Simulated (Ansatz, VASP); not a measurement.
# CuO: VASP beside Ansatz

```
CELL_PARAMETERS angstrom
2.04253 -2.05036 0.00000
2.04253 2.05036 0.00000
0.00000 0.00000 5.09226
ATOMIC_POSITIONS crystal
Cu 0.00010 0.55183 0.00000
Cu 0.50010 0.05183 0.50000
O 0.50000 0.50000 0.25000
O 0.50000 0.50000 0.75000
```

Change from the starting cell: all Cu atoms moved +0.150 Å, as atom 1 along Cartesian [1 1 0].

Alike in both runs: task single point; functional PBEsol; k mesh 16 × 16 × 10; occupations gaussian, width 0.15 eV; no spin polarisation.

|  | VASP | Ansatz |
| --- | --- | --- |
| version | VASP 6.6.1 | Ansatz 0.2.0 |
| potentials or method | VASP PAW PBE potentials, release 64 (Cu, O), cutoff 520 eV | scalar-relativistic, plane waves, PAW |
| valence electrons in the cell | 34 | 50 |

Ansatz gave:

```
gap on the k mesh at the Fermi level (eV)                     : none
pressure (GPa)                                                : 1.8
traceless stress, the component that is largest in VASP (GPa) : 1.65
rms of the force components (eV/Å)                            : 0.958
```

Q: What did VASP give for the same quantities?

A: gap on the k mesh at the Fermi level (eV): none; pressure (GPa): 2.6; traceless stress, the component that is largest in VASP (GPa): 2.01; rms of the force components (eV/Å): 0.985.

VASP's potentials were made for PBE, not for PBEsol. Atom by atom the forces differ by 0.030 eV/Å (rms over components). A gap of «none» marks a metal or a gap that the smearing closes. VASP's potentials hold 34 valence electrons a cell and Ansatz's 50, so a difference there can come from the potentials and not from the codes.
